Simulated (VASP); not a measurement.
Wanted: the native input for a VASP 6.6.1 run.

| Property | Result |
| --- | --- |
| Task | single point |
| Functional | PBEsol |
| Potentials or basis | VASP PAW PBE potentials, release 64 (Ba_sv, S) |
| Cutoff | 520 eV |
| k mesh | 8 × 8 × 8 |
| Occupations | fermi-dirac, width 0.02 eV |
| Spin | no spin polarisation |
| Dipole correction | no |
| Further INCAR settings | ALGO = Normal; EDIFF = 1e-06; NBANDS = 15 |

The structure of BaS lies in POSCAR:

```
BaS
1.0
    0.0000000000      3.1937500000      3.1298750000
    3.1937500000      0.0000000000      3.1298750000
    3.1937500000      3.1937500000      0.0000000000
Ba S
1 1
Direct
    0.0000000000      0.0000000000      0.0000000000
    0.5000000000      0.5000000000      0.5000000000
```

This cell differs from its parent crystal: zz strain of -2 %.

These files were run (other wordings do the same):

INCAR

```
PREC = Accurate
ENCUT = 520
EDIFF = 1E-6
ISMEAR = -1
SIGMA = 0.02
LREAL = False
LASPH = True
NELM = 60
ALGO = Normal
ISIF = 2
LWAVE = False
LCHARG = True
GGA = PS
LELF = True
LVHAR = True
NBANDS = 15
```

KPOINTS

```
regular mesh
0
Gamma
  8 8 8
```

Potentials or basis: VASP PAW PBE potentials, release 64 (Ba_sv, S).

Run with:

```sh
$ cat potpaw_PBE.64/Ba_sv/POTCAR potpaw_PBE.64/S/POTCAR > POTCAR
$ mpirun -np 1 vasp_std > vasp.out
```

Results of the run:

```
Pressure               : 0.4 GPa
Band gap on the k mesh : 1.88 eV (least direct gap 2.02 eV)
```

Caveat: the cell differs from its parent crystal (zz strain of -2 %); the PAW data sets were made with another functional, which shifts forces and pressure a little; spin-orbit coupling is left out, which moves the levels of the heavy elements.

Wall time 52 s on 1 thread of Intel(R) Xeon(R) Platinum 8259CL CPU @ 2.50GHz (Skylake/Cascade Lake) (shared host), peak memory 0.24 GiB.
